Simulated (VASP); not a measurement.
GaSbTe4:

```xyz
6
Lattice="4.5490 -4.5731 0.0000 4.5490 4.5731 0.0000 0.0000 0.0000 4.4245" Properties=species:S:1:pos:R:3 pbc="T T T"
Ga    0.0000    0.0000    2.2123
Sb    4.5490    0.0000    0.0000
Te    7.3624    0.0000    0.0000
Te    4.5490   -1.8134    2.2123
Te    1.7355    0.0000    0.0000
Te    4.5490    1.8134    2.2123
```

The cell was built from a structure type or drawn by symmetry, and may not be a known phase.

```yaml
Program: VASP 6.6.1
Task: relaxation of cell and atoms
Functional: PBE
Potentials_or_basis: VASP PAW PBE potentials, release 64 (Ga_d, Sb, Te)
Cutoff: 600 eV
k_mesh: 4 × 4 × 4
Occupations: gaussian, width 0.1 eV
Spin: no spin polarisation
```

At the start: pressure 5.3 GPa; volume 30.68 Å³/atom.

**Question.** How do energy, volume and symmetry change on relaxing?

**Answer.** Over 12 steps the energy falls by 79.7 meV/atom and the volume is 33.97 Å³/atom (+10.7 %); space group Cmmm (No. 65, to 0.1 Å) before and after.

The path:
```
step  energy change (eV)  largest force (eV/Å)  pressure (GPa)  volume (Å³)
   1              0.0000                1.0175            5.34       184.08
   2             -0.3603                0.3287           -1.46       212.67
   3             -0.3847                0.4112           -0.35       206.13
   4             -0.4232                0.3215           -0.22       205.19
   5             -0.4608                0.1146            0.19       203.30
   6             -0.4614                0.1686            0.26       203.01
   7             -0.4683                0.1493           -0.13       204.97
   8             -0.4689                0.1399           -0.30       205.79
   9             -0.4746                0.1118           -0.17       205.04
  10             -0.4767                0.0757           -0.03       204.22
  11             -0.4779                0.0421            0.02       204.00
  12             -0.4783                0.0112            0.05       203.79
```

Final structure:
```cif
data_structure
_symmetry_space_group_name_H-M 'P 1'
_symmetry_Int_Tables_number 1
_cell_length_a 6.8360
_cell_length_b 6.8360
_cell_length_c 4.3617
_cell_angle_alpha 90.000
_cell_angle_beta 90.000
_cell_angle_gamma 91.043
_cell_volume 203.79
loop_
_atom_site_label
_atom_site_type_symbol
_atom_site_fract_x
_atom_site_fract_y
_atom_site_fract_z
_atom_site_occupancy
Ga1 Ga 0.00000 0.00000 0.50000 1
Sb1 Sb 0.50000 0.50000 0.00000 1
Te1 Te 0.81446 0.81446 0.00000 1
Te2 Te 0.71163 0.28837 0.50000 1
Te3 Te 0.18554 0.18554 0.00000 1
Te4 Te 0.28837 0.71163 0.50000 1
```
